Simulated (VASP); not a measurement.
Set up this calculation in VASP 6.6.1, as the native input.

```
Task                   : single point
Functional             : r2SCAN
Potentials or basis    : VASP PAW PBE potentials, release 64 (Cu)
Cutoff                 : 520 eV
k mesh                 : 24 × 24 × 12
Occupations            : gaussian, width 0.1 eV
Spin                   : no spin polarisation
Dipole correction      : no
Further INCAR settings : ALGO = Normal; EDIFF = 1e-06; NBANDS = 18
```

Cu:

```xyz
2
Lattice="2.6317 0.0000 0.0000 -1.3159 2.2791 0.0000 0.0000 0.0000 4.2950" Properties=species:S:1:pos:R:3 pbc="T T T"
Cu    0.0000    1.5194    1.0738
Cu    1.3159    0.7597    3.2213
```

This cell differs from its parent crystal: equal strain along all axes, cell held: +4.0 %.

One way to write it, as run:

POSCAR

```
Cu
1.0
    2.6317228242      0.0000000000      0.0000000000
   -1.3158614121      2.2791388215      0.0000000000
    0.0000000000      0.0000000000      4.2950497828
Cu
2
Direct
    0.3333333333      0.6666666667      0.2500000000
    0.6666666667      0.3333333333      0.7500000000
```

INCAR.step1

```
SYSTEM = Cu
PREC = Accurate
ENCUT = 520
ISMEAR = 0
SIGMA = 0.1
LREAL = .False.
LASPH = .True.
NELM = 60
NBANDS = 18
GGA = PE
ALGO = Normal
EDIFF = 1E-4
LWAVE = .True.
LCHARG = .False.
```

INCAR.step2

```
SYSTEM = Cu
PREC = Accurate
ENCUT = 520
EDIFF = 1E-6
ISMEAR = 0
SIGMA = 0.1
LREAL = .False.
LASPH = .True.
NELM = 60
ALGO = Normal
ISIF = 2
LWAVE = .False.
LCHARG = .True.
METAGGA = R2SCAN
LMIXTAU = .True.
LELF = .True.
LVHAR = .True.
NBANDS = 18
ISTART = 1
```

KPOINTS

```
regular mesh
0
Gamma
  24 24 12
  0 0 0
```

Potentials or basis: VASP PAW PBE potentials, release 64 (Cu).

Launch:

```console
$ cat potpaw_PBE.64/Cu/POTCAR > POTCAR
$ cp INCAR.step1 INCAR
$ mpirun -np 1 vasp_std > vasp.out
$ cp INCAR.step2 INCAR
$ mpirun -np 1 vasp_std > vasp.out
```

It gave:

```yaml
Pressure: -13.6 GPa
Band_gap_on_the_k_mesh: zero (bands 11 and 12 overlap by 5.94 eV)
```

Caveat: the cell differs from its parent crystal (equal strain along all axes, cell held: +4.0 %); the cell stands under tension; the PAW data sets were made with another functional, which shifts forces and pressure a little.

It took 5 min on 1 thread of Intel(R) Xeon(R) 6975P-C (Granite Rapids), on a shared host, peak memory 0.27 GiB.
